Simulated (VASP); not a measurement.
Set up this calculation in VASP 6.6.1, as the native input.

```
Task                   : single point
Functional             : PBE
Potentials or basis    : VASP PAW PBE potentials, release 64 (Mg, Te, Br)
Cutoff                 : 520 eV
k mesh                 : 4 × 4 × 2
Occupations            : gaussian, width 0.1 eV
Spin                   : no spin polarisation
Dipole correction      : no
Further INCAR settings : ALGO = Normal; EDIFF = 1e-06; NBANDS = 20
```

The structure of Mg5TeBr lies in POSCAR:

```
Mg5TeBr
1.0
    4.3431053500      0.0000000000      0.0000000000
    0.0000000000      4.3431053500      0.0000000000
    0.0000000000      0.0000000000      7.5617125200
Mg Te Br
5 1 1
Direct
    0.0000000000      0.5000000000      0.2787401100
    0.0000000000      0.5000000000      0.7212598900
    0.5000000000      0.0000000000      0.2787401100
    0.5000000000      0.0000000000      0.7212598900
    0.0000000000      0.0000000000      0.0000000000
    0.0000000000      0.0000000000      0.5000000000
    0.5000000000      0.5000000000      0.0000000000
```

The cell was generated, and may not be a known phase.

These files were run (other wordings do the same):

INCAR

```
PREC     = Accurate       # precision mode
ENCUT    = 520            # plane-wave cutoff, eV
EDIFF    = 1E-6           # SCF threshold, eV
ISMEAR   = 0              # smearing method
SIGMA    = 0.1            # smearing width, eV
LREAL    = F              # projectors in reciprocal space
LASPH    = T              # aspherical terms in the spheres
NELM     = 60             # most SCF steps
ALGO     = Normal         # electronic algorithm
ISIF     = 2              # what is computed and relaxed
LWAVE    = F              # write WAVECAR
LCHARG   = F              # write CHGCAR
GGA      = PE             # functional
NBANDS   = 20             # bands
```

KPOINTS

```
Automatic mesh
0
Gamma
  4 4 2
```

Potentials or basis: VASP PAW PBE potentials, release 64 (Mg, Te, Br).

Command:

```bash
$ cat potpaw_PBE.64/Mg/POTCAR potpaw_PBE.64/Te/POTCAR potpaw_PBE.64/Br/POTCAR > POTCAR
$ mpirun -np 1 vasp_std > vasp.out
```

It gave:

```json
{
 "Pressure": "15.1 GPa",
 "Largest force": "0.518 eV/Å",
 "Band gap on the k mesh": "zero (an odd number of electrons rules out a gap without spin polarisation)"
}
```

Caveat: the k points lie up to 0.42 Å⁻¹ apart, too coarse for converged energies and pressures of a metal; spin-orbit coupling is left out, which moves the levels of the heavy elements; an odd number of electrons without spin polarisation forces a metal; a magnetic or distorted state may lie lower.

Run time: 31 s on 1 thread of Oxide Virtual Turin-like Processor, with other jobs on the host, peak memory 0.21 GiB.
